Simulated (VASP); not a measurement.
Set up this calculation in VASP 6.6.1, as the native input.

```yaml
Task: single point
Functional: PBE
Potentials_or_basis: VASP PAW PBE potentials, release 64 (Be, S)
Cutoff: 520 eV
k_mesh: 6 × 6 × 4
Occupations: gaussian, width 0.1 eV
Spin: no spin polarisation
Dipole_correction: no
Further_INCAR_settings: ALGO = Normal; EDIFF = 1e-07; NBANDS = 14
```

The structure of BeS2 lies in POSCAR:

```
BeS2
1.0
    3.0842525024      0.0000000000      0.0000000000
    0.0000000000      3.0842525024      0.0000000000
    0.0000000000      0.0000000000      4.8776530025
Be S
1 2
Direct
    0.0000000000      0.0000000000      0.0000000000
    0.5000000000      0.5000000000      0.2465488750
    0.5000000000      0.5000000000      0.7534511250
```

The cell was generated, and may not be a known phase.

One way to write it, as run:

INCAR

```
PREC = Accurate
ENCUT = 520
EDIFF = 1E-7
ISMEAR = 0
SIGMA = 0.1
LREAL = F
LASPH = T
NELM = 80
ALGO = Normal
ISIF = 2
LWAVE = F
LCHARG = F
GGA = PE
NBANDS = 14
```

KPOINTS

```
Automatic mesh
0
Gamma
  6 6 4
```

Potentials or basis: VASP PAW PBE potentials, release 64 (Be, S).

Launch:

```sh
$ cat potpaw_PBE.64/Be/POTCAR potpaw_PBE.64/S/POTCAR > POTCAR
$ mpirun -np 1 vasp_std > vasp.out
```

Results of the run:

The pressure is -0.1 GPa and the largest force is 0.015 eV/Å. The band gap on the k mesh is zero (bands 7 and 8 overlap by 3.06 eV).

Run time: 18 s on 1 thread of AMD EPYC 7R13, on a shared host, peak memory 0.15 GiB.
